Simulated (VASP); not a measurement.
Na, 1 atom in the cell. Symmetry: Im-3m, No. 229, cubic system. The conventional cell has a = 4.282 Å, b = 4.282 Å, c = 4.282 Å, α = 90.00°, β = 90.00°, γ = 90.00°. Within 4.9 Å of Na (site symmetry m-3m) lie 14 Na at 3.71 to 4.28 Å. 

```yaml
Program: VASP 6.6.1
Task: single point
Functional: LDA
Potentials_or_basis: VASP PAW LDA potentials, release 64 (Na_pv)
Cutoff: 520 eV
k_mesh: 9 × 9 × 9
Occupations: gaussian, width 0.05 eV
Spin: no spin polarisation
Dipole_correction: no
Further_INCAR_settings: ALGO = Normal; EDIFF = 1e-07; NBANDS = 10
```

Potentials or basis: VASP PAW LDA potentials, release 64 (Na_pv).

Launch:

```sh
$ cat potpaw_LDA.64/Na_pv/POTCAR > POTCAR
$ mpirun -np 1 vasp_std > vasp.out
```

Hardware: 1 thread of Intel(R) Xeon(R) Platinum 8259CL CPU @ 2.50GHz (Skylake/Cascade Lake) (shared host).

Task: How long does it take, and how much memory?

Result: Run time: 6.5 s on 1 thread of Intel(R) Xeon(R) Platinum 8259CL CPU @ 2.50GHz (Skylake/Cascade Lake), on a shared host, peak memory 0.14 GiB. Counts: scf iterations 10, k points 35.
